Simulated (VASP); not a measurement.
Write the native input for VASP 6.6.1 that does the following.

```
Task                   : single point
Functional             : PBE
Potentials or basis    : VASP PAW PBE potentials, release 64 (Ge_d)
Cutoff                 : 520 eV
k mesh                 : 14 × 14 × 14
Occupations            : fermi-dirac, width 0.05 eV
Spin                   : no spin polarisation
Dipole correction      : no
Further INCAR settings : ALGO = Normal; EDIFF = 1e-06; NBANDS = 21
```

The structure of Ge lies in POSCAR:

```
Ge
1.0
    0.0000000000      2.8286750000      2.7721015000
    2.8286750000      0.0000000000      2.7721015000
    2.8286750000      2.8286750000      0.0000000000
Ge
2
Direct
    0.0000000000      0.0000000000      0.0000000000
    0.2500000000      0.2500000000      0.2500000000
```

This cell differs from its parent crystal: z stretched by -2 %, then relaxed in part.

These files were run (other wordings do the same):

INCAR

```
  PREC = Accurate
  ENCUT = 520
  EDIFF = 1E-6
  ISMEAR = -1
  SIGMA = 0.05
  LREAL = False
  LASPH = True
  NELM = 60
  ALGO = Normal
  ISIF = 2
  LWAVE = False
  LCHARG = True
  GGA = PE
  LELF = True
  LVHAR = True
  NBANDS = 21
```

KPOINTS

```
Automatic mesh
0
Gamma
  14 14 14
```

Potentials or basis: VASP PAW PBE potentials, release 64 (Ge_d).

Launch:

```bash
$ cat potpaw_PBE.64/Ge_d/POTCAR > POTCAR
$ mpirun -np 1 vasp_std > vasp.out
```

It gave:

```yaml
Pressure: 5.2 GPa
Band_gap_on_the_k_mesh: 0.12 eV, direct
```

Caveat: the cell differs from its parent crystal (z stretched by -2 %, then relaxed in part).

It took 6.4 min on 1 thread of AMD EPYC 7R13, on a shared host, peak memory 0.27 GiB.
